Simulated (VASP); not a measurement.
Wanted: the native input for a VASP 6.6.1 run.

```
Task                   : single point
Functional             : PBEsol
Potentials or basis    : VASP PAW PBE potentials, release 64 (S, Mo_sv)
Cutoff                 : 400 eV
k mesh                 : 12 × 12 × 1
Occupations            : gaussian, width 0.02 eV
Spin                   : no spin polarisation
Dipole correction      : yes
Further INCAR settings : ALGO = Normal; EDIFF = 1e-06; NBANDS = 20; NELMDL = -8
```

The structure of MoS2 lies in POSCAR:

```
MoS2
1.0
    3.1916000000      0.0000000000      0.0000000000
   -1.5958000000      2.7265147070      0.0000000000
    0.0000000000      0.0000000000     30.0600000012
S Mo
2 1
Direct
    0.6669359213      0.3338718427      0.2999579006
    0.6669359213      0.3338718427      0.4029695777
    0.3327948240      0.6655896480      0.3514637392
```

The input as run:

INCAR

```
PREC = Accurate ; ENCUT = 400
EDIFF = 1E-6 ; ISMEAR = 0
SIGMA = 0.02 ; LREAL = False
LASPH = True ; NELM = 120
ALGO = Normal ; ISIF = 2
LWAVE = False ; LCHARG = False
LDIPOL = True ; IDIPOL = 3
DIPOL = 0.5 0.5 0.351 ; GGA = PS
NBANDS = 20 ; GGA_COMPAT = False
NELMDL = -8
```

KPOINTS

```
Automatic mesh
0
Gamma
  12 12 1
```

Potentials or basis: VASP PAW PBE potentials, release 64 (S, Mo_sv).

Launch:

```bash
$ cat potpaw_PBE.64/S/POTCAR potpaw_PBE.64/Mo_sv/POTCAR > POTCAR
$ mpirun -np 1 vasp_std > vasp.out
```

It gave:

The largest force is 0.005 eV/Å and the band gap on the k mesh is 1.65 eV, indirect (least direct gap 1.70 eV).

Caveat: the PAW data sets were made with another functional, which shifts forces and pressure a little.

It took 5.8 min on 1 thread of AMD EPYC 7R43 64-Core Processor (Zen 3), with other jobs on the host, peak memory 0.34 GiB.
